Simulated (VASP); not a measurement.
A run of VASP 6.6.1:

INCAR

```
SYSTEM = W16N
PREC     = Accurate       ! precision mode
ENCUT    = 520            ! plane-wave cutoff, eV
EDIFF    = 1E-6           ! SCF threshold, eV
ISMEAR   = -1             ! smearing method
SIGMA    = 0.1            ! smearing width, eV
LREAL    = Auto         
LASPH    = .TRUE.         ! aspherical terms in the spheres
NELM     = 60             ! most SCF steps
ALGO     = Normal         ! electronic algorithm
ISIF     = 2              ! what is computed and relaxed
LWAVE    = .FALSE.        ! write WAVECAR
LCHARG   = .TRUE.         ! write CHGCAR
GGA      = PS             ! functional
LELF     = .TRUE.         ! ELF
LVHAR    = .TRUE.       
NBANDS   = 128            ! bands
```

Contents of KPOINTS:

```
Automatic mesh
0
G
  3 3 3
  0 0 0
```

Contents of POSCAR:

```
W16N
1.0
    6.3200000000      0.0000000000      0.0000000000
    0.0000000000      6.3200000000      0.0000000000
    0.0000000000      0.0000000000      6.3200000000
W N
16 1
Direct
   -0.0000151899      0.0076389241      0.0001058544
    0.4990072785      0.0076316456      0.0001064873
   -0.0000125000      0.5066503165      0.0001064873
   -0.0092629747     -0.0016131329      0.5000987342
    0.2495044304      0.2571344937      0.2954900316
    0.4990068038      0.5066558544      0.0001082278
    0.5082469937     -0.0016218354      0.5000993671
    0.7494892405      0.2571431962      0.2517734177
   -0.0092500000      0.5158935127      0.5001015823
    0.2494920886      0.7571384494      0.2517661392
    0.2495066456      0.2571352848      0.7047023734
    0.5082460443      0.5158944620      0.5001031646
    0.7494985759      0.7571382911      0.2445553797
    0.7494900316      0.2571408228      0.7484335443
    0.2494906646      0.7571387658      0.7484408228
    0.7495004747      0.7571420886      0.7556462025
    0.2495177215      0.2571313291      0.0000954114
```

Potentials or basis: VASP PAW PBE potentials, release 64 (W_sv, N).

Run with:

```console
$ cat potpaw_PBE.64/W_sv/POTCAR potpaw_PBE.64/N/POTCAR > POTCAR
$ mpirun -np 1 vasp_std > vasp.out
```

Hardware: 1 thread of Intel(R) Xeon(R) Platinum 8259CL CPU @ 2.50GHz (Skylake/Cascade Lake), with other jobs on the host.

Problem. Estimate the wall time of this run.

Solution. Run time: 13 min on 1 thread of Intel(R) Xeon(R) Platinum 8259CL CPU @ 2.50GHz (Skylake/Cascade Lake), with other jobs on the host, peak memory 0.48 GiB. Counts: scf iterations 17, k points 14.
